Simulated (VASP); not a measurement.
# Si2W in VASP: notebook, part 2 of 2

VASP 6.6.1.

## 3. Single point, r2SCAN

This run uses another cell than the first one: it holds 3 atoms, not 6.

Input file POSCAR:

```
Si2W
1.0
   -1.5960786751      1.5960786751      3.8845742599
    1.5960786751     -1.5960786751      3.8845742599
    1.5960786751      1.5960786751     -3.8845742599
Si W
2 1
Direct
    0.3345531542      0.3345531542      0.0000000000
    0.6654468458      0.6654468458      0.0000000000
    0.0000000000      0.0000000000      0.0000000000
```

Input file INCAR.step1:

```
SYSTEM = Si2W
PREC     = Accurate       ! precision mode
ENCUT    = 520            ! plane-wave cutoff, eV
ISMEAR   = 0              ! smearing method
SIGMA    = 0.1            ! smearing width, eV
LREAL    = .FALSE.        ! projectors in reciprocal space
LASPH    = .TRUE.         ! aspherical terms in the spheres
NELM     = 100            ! most SCF steps
NBANDS   = 18             ! bands
GGA      = PE             ! functional
ALGO     = Normal         ! electronic algorithm
EDIFF    = 1E-4           ! SCF threshold, eV
LWAVE    = .TRUE.         ! write WAVECAR
LCHARG   = .FALSE.        ! write CHGCAR
```

Input file INCAR.step2:

```
SYSTEM = Si2W
PREC     = Accurate       ! precision mode
ENCUT    = 520            ! plane-wave cutoff, eV
EDIFF    = 1E-7           ! SCF threshold, eV
ISMEAR   = 0              ! smearing method
SIGMA    = 0.1            ! smearing width, eV
LREAL    = .FALSE.        ! projectors in reciprocal space
LASPH    = .TRUE.         ! aspherical terms in the spheres
NELM     = 100            ! most SCF steps
ALGO     = Normal         ! electronic algorithm
ISIF     = 2              ! what is computed and relaxed
LWAVE    = .FALSE.        ! write WAVECAR
LCHARG   = .FALSE.        ! write CHGCAR
METAGGA  = R2SCAN         ! meta-GGA
LMIXTAU  = .TRUE.       
NBANDS   = 18             ! bands
ISTART   = 1
```

Input file KPOINTS:

```
regular mesh
0
G
  18 18 18
  0 0 0
```

Potentials or basis: VASP PAW PBE potentials, release 64 (Si, W_sv).

The run is started by

```
cat potpaw_PBE.64/Si/POTCAR potpaw_PBE.64/W_sv/POTCAR > POTCAR
cp INCAR.step1 INCAR
mpirun -np 1 vasp_std > vasp.out
cp INCAR.step2 INCAR
mpirun -np 1 vasp_std > vasp.out
```

OUTCAR:

```text
SYSTEM = Si2W
   PREC = Accurate
   ENCUT = 520
   EDIFF = 1E-7
   ISMEAR = 0
   LREAL = .FALSE.
   LASPH = .TRUE.
   NELM = 100
   ISIF = 2
   METAGGA = R2SCAN
   ISTART = 1

 ion  position               nearest neighbor table
   1  0.335  0.335  0.000-   2 2.57   3 2.60   3 2.60   3 2.60   3 2.60   3 2.60   2 2.61   2 2.61
                             2 2.61   2 2.61
   2  0.665  0.665  0.000-   1 2.57   3 2.60   3 2.60   3 2.60   3 2.60   3 2.60   1 2.61   1 2.61
                             1 2.61   1 2.61
   3  0.000  0.000  0.000-   2 2.60   2 2.60   1 2.60   1 2.60   2 2.60   2 2.60   1 2.60   1 2.60
                             1 2.60   2 2.60
[... 698 lines left out ...]

 [... further k-points ...]
[... 5 lines left out ...]
  --------------------------------------------------------------------------------------
  -------------------------------------------------------------------------------------
  Total        1.0786015      1.0786015      1.0020172      0.0000000      0.0000000     -0.0000000
  in kB       43.6575721     43.6575721     40.5577419      0.0000000      0.0000000     -0.0000000
  external PRESSURE =      42.6242954 kB  Pullay stress =       0.0000000 kB

 VOLUME and BASIS-vectors are now :
 -----------------------------------------------------------------------------
  energy-cutoff  :      520.00
  volume of cell :       39.58
      direct lattice vectors                 reciprocal lattice vectors
    -1.596078675  1.596078675  3.884574260     0.000000000  0.313267765  0.128714234
     1.596078675 -1.596078675  3.884574260     0.313267765  0.000000000  0.128714234
     1.596078675  1.596078675 -3.884574260     0.313267765  0.313267765  0.000000000

 POSITION                                       TOTAL-FORCE (eV/Angst)
 -----------------------------------------------------------------------------------
      0.00000      0.00000      2.59919         0.000000      0.000000     -0.011286
      0.00000      0.00000      5.16996        -0.000000     -0.000000      0.011286
      0.00000      0.00000      0.00000        -0.000000     -0.000000      0.000000
 -----------------------------------------------------------------------------------
    total drift:                                0.000000      0.000000     -0.000000

  FREE ENERGIE OF THE ION-ELECTRON SYSTEM (eV)
  ---------------------------------------------------
  free  energy   TOTEN  =       -69.8069666183 eV

  energy  without entropy=      -69.8061563626  energy(sigma->0) =      -69.80656149
```

OUTCAR.step1:

```text
SYSTEM = Si2W
   PREC = Accurate
   ENCUT = 520
   ISMEAR = 0
   LREAL = .FALSE.
   LASPH = .TRUE.
   NELM = 100
[... 732 lines left out ...]
      0.00000      0.00000      2.59919        -0.000000     -0.000000     -0.094862
      0.00000      0.00000      5.16996         0.000000      0.000000      0.094862
      0.00000      0.00000      0.00000        -0.000000     -0.000000      0.000000
 -----------------------------------------------------------------------------------
    total drift:                                0.000000      0.000000     -0.000000

  FREE ENERGIE OF THE ION-ELECTRON SYSTEM (eV)
  ---------------------------------------------------
  free  energy   TOTEN  =       -24.7774012310 eV

  energy  without entropy=      -24.7765416399  energy(sigma->0) =      -24.77697144
```

Wall time 22 min (1 thread of Intel Xeon Platinum 8488C (Sapphire Rapids), shared host); peak memory 0.46 GiB.

Results:

```yaml
Free_energy: -69.8070 eV
Pressure: 4.3 GPa
Largest_force: 0.011 eV/Å
Band_gap_on_the_k_mesh: zero (bands 11 and 12 overlap by 1.34 eV)
```

Forces on the atoms (eV/Å):
```
Si   0.000  0.000 -0.011
Si   0.000  0.000  0.011
W    0.000  0.000  0.000
```

Caveat: the cell stands under pressure; the PAW data sets were made with another functional, which shifts forces and pressure a little; spin-orbit coupling is left out, which moves the levels of the heavy elements.
